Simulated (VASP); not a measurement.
**NiAu: single point with PBEsol**

Crystal: NiAu.

```
Ni Au
1.0
     1.36399    0.78750    4.41062
    -1.36399    0.78750    4.41062
     0.00000   -1.57500    4.41062
Ni Au
1 1
Cartesian
  0.0000 0.0000 6.6159
  0.0000 0.0000 0.0000
```

```
Program                : VASP 6.6.1
Task                   : single point
Functional             : PBEsol
Potentials or basis    : VASP PAW PBE potentials, release 64 (Ni, Au)
Cutoff                 : 600 eV
k mesh                 : 9 × 9 × 9
Occupations            : gaussian, width 0.1 eV
Spin                   : no spin polarisation
Dipole correction      : no
Further INCAR settings : ALGO = Normal; EDIFF = 1e-06; NBANDS = 18
```

```json
{
 "Pressure": "-3.3 GPa"
}
```

Stress tensor (GPa, compression positive):
```
-0.34  0.00  0.00
 0.00 -0.34  0.00
 0.00  0.00 -9.12
```

Levels at points of the mesh, in eV from the Fermi level:
```
           k point  band 8  band 9  band 10  band 11  band 12  band 13  band 14  band 15
(0.00, 0.00, 0.00)   -0.92   -0.92    -0.49    -0.17    -0.17     4.78    15.57    18.35
```

Run time: 2.2 min on 1 thread of Intel(R) Xeon(R) Platinum 8488C (Sapphire Rapids) (shared host), peak memory 0.28 GiB.

Caveat: the PAW data sets were made with another functional, which shifts forces and pressure a little; spin-orbit coupling is left out, which moves the levels of the heavy elements. Spin polarisation is off, so any magnetic state and its effect on volume and gap are missing.
